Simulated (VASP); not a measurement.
# Rh: single point with PBE

Crystal: Rh.

```xyz
1
Lattice="-1.5763 1.5763 1.5763 1.5763 -1.5763 1.5763 1.5763 1.5763 -1.5763" Properties=species:S:1:pos:R:3 pbc="T T T"
Rh    0.0000    0.0000    0.0000
```

This isn't the form of Rh at room conditions, which is fcc.

* Program: VASP 6.6.1
* Task: single point
* Functional: PBE
* Potentials or basis: VASP PAW PBE potentials, release 64 (Rh_pv)
* Cutoff: 520 eV
* k mesh: 16 × 16 × 16
* Occupations: fermi-dirac, width 0.05 eV
* Spin: collinear spin, ferromagnetic start
* Starting moments: [0.466] μB
* Dipole correction: no
* Further INCAR settings: ALGO = Normal; EDIFF = 1e-06; NBANDS = 18

```yaml
Pressure: -14.1 GPa
Net_moment: 0.62 μB per cell
Site_moments: Rh +0.63 μB
Valence_electrons_inside_the_program's_atomic_spheres: Rh 13.60
```

Levels at points of the mesh, in eV from the Fermi level:
Spin up:
```
           k point  band 5  band 6  band 7  band 8  band 9  band 10  band 11  band 12
(0.00, 0.00, 0.00)   -2.68   -2.68   -2.68   -0.77   -0.77    18.18    18.18    18.18
(0.50, 0.00, 0.00)   -3.93   -0.79   -0.51    1.04    1.31     7.98    14.26    17.14
(0.50, 0.50, 0.50)   -5.17    0.63    0.63    0.63    8.85     8.85     8.85    17.20
```
Spin down:
```
           k point  band 4  band 5  band 6  band 7  band 8  band 9  band 10  band 11
(0.00, 0.00, 0.00)   -6.92   -2.34   -2.34   -2.34   -0.13   -0.13    18.20    18.20
(0.50, 0.00, 0.00)   -4.88   -3.63   -0.24    0.14    1.35    1.44     8.27    14.32
(0.50, 0.50, 0.50)   -4.73   -4.73    1.02    1.02    1.02    8.91     8.91     8.91
```

It took 82 s on 1 thread of Intel Xeon 8259CL (shared host), peak memory 0.17 GiB.

Caveat: the cell stands under tension.
